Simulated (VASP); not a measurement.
MnS, 2 atoms in the cell. Symmetry: Fm-3m, No. 225, cubic system. The conventional cell has a = 5.209 Å, b = 5.209 Å, c = 5.209 Å, α = 90.00°, β = 90.00°, γ = 90.00°. Mn (site symmetry m-3m) has 6 S at 2.60 Å within 3.4 Å. S (site symmetry m-3m) has 6 Mn at 2.60 Å within 3.4 Å. 

```yaml
Program: VASP 6.6.1
Task: single point
Functional: PBEsol
Potentials_or_basis: VASP PAW PBE potentials, release 64 (Mn_sv, S)
Cutoff: 600 eV
k_mesh: 7 × 7 × 7
Occupations: fermi-dirac, width 0.05 eV
Spin: collinear spin, ferromagnetic start
Starting_moments: "[4.0, 0.0] μB"
Fixed_moment: 4 μB
Dipole_correction: no
Second_run: valence_matched
Further_INCAR_settings: ALGO = Normal; EDIFF = 1e-06; NBANDS = 22
```

Potentials or basis: VASP PAW PBE potentials, release 64 (Mn_sv, S).

Run with:

```bash
$ cat potpaw_PBE.64/Mn_sv/POTCAR potpaw_PBE.64/S/POTCAR > POTCAR
$ mpirun -np 1 vasp_std > vasp.out
```

Hardware: 1 thread of Intel(R) Xeon(R) Platinum 8259CL CPU @ 2.50GHz (Skylake/Cascade Lake), with other jobs on the host.

Question: How long does it take, and how much memory?

Answer: Run time: 54 s on 1 thread of Intel(R) Xeon(R) Platinum 8259CL CPU @ 2.50GHz (Skylake/Cascade Lake), with other jobs on the host, peak memory 0.19 GiB. Counts: scf iterations 15, k points 20.
